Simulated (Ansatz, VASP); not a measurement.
**One calculation of AlN, two programs**

```
Al N
1.0
    -1.40804    1.60052    4.97602
     1.40804   -1.60052    4.97602
     1.40804    1.60052   -4.97602
Al N
2 2
Direct
  0.44424 0.44424 0.00000
  0.18442 0.18442 0.00000
  0.05256 0.55256 0.50000
  0.31877 0.81877 0.50000
```

Alike in both runs: functional PBE; k mesh 8 × 8 × 8; occupations gaussian, width 0.1 eV; no spin polarisation.

Ansatz relaxed the structure, and its values are those at the end. VASP's run is a single point on that final structure, the one shown.

```csv
,VASP,Ansatz
version,VASP 6.6.1,Ansatz 0.2.0
potentials or method,"VASP PAW PBE potentials, release 64 (Al, N), cutoff 520 eV","scalar-relativistic, plane waves, PAW"
valence electrons in the cell,16,16
```

VASP gave:

| Quantity | Value |
| --- | --- |
| gap on the k mesh at the Fermi level (eV) | 0.36 |
| least direct gap on the mesh (eV) | 1.36 |
| pressure (GPa) | 0.1 |
| rms of the force components (eV/Å) | 0.016 |

What did Ansatz give for the same quantities?

gap on the k mesh at the Fermi level (eV): 0.38; least direct gap on the mesh (eV): 1.36; pressure (GPa): 0.3; rms of the force components (eV/Å): 0.014.

The functional is the same, so the differences come from potentials, cutoffs and numerics.
